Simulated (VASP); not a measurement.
A run of VASP 6.6.1 is set up as follows.

Contents of INCAR:

```
SYSTEM = Be2Sn
ALGO = Normal
EDIFF = 1E-7
ENCUT = 520
GGA = PE
ISIF = 2
ISMEAR = -1
ISPIN = 2
LASPH = .True.
LCHARG = .True.
LELF = .True.
LORBIT = 11
LREAL = .False.
LVHAR = .True.
LWAVE = .False.
MAGMOM = 0 0 0
NBANDS = 20
NELM = 150
PREC = Accurate
SIGMA = 0.02
```

File KPOINTS:

```
k-points
0
Gamma
  6 6 6
  0 0 0
```

Contents of POSCAR:

```
Be2Sn
1.0
    0.0000000000      2.9015655565      2.9015655565
    2.9015655565      0.0000000000      2.9015655565
    2.9015655565      2.9015655565      0.0000000000
Sn Be
1 2
Direct
    0.0000000000      0.0000000000      0.0000000000
    0.2500000000      0.2500000000      0.2500000000
    0.7500000000      0.7500000000      0.7500000000
```

Potentials or basis: VASP PAW PBE potentials, release 64 (Sn_d, Be).

Launch:

```bash
$ cat potpaw_PBE.64/Sn_d/POTCAR potpaw_PBE.64/Be/POTCAR > POTCAR
$ mpirun -np 1 vasp_std > vasp.out
```

Question: Estimate the net moment.

Answer: 0.00 μB per cell.

Question: Predict the pressure.

Answer: 0.3 GPa.

Question: Estimate the band gap on the k mesh.

Answer: Zero (filled and empty bands overlap).

Caveat: spin-orbit coupling is left out, which moves the levels of the heavy elements.
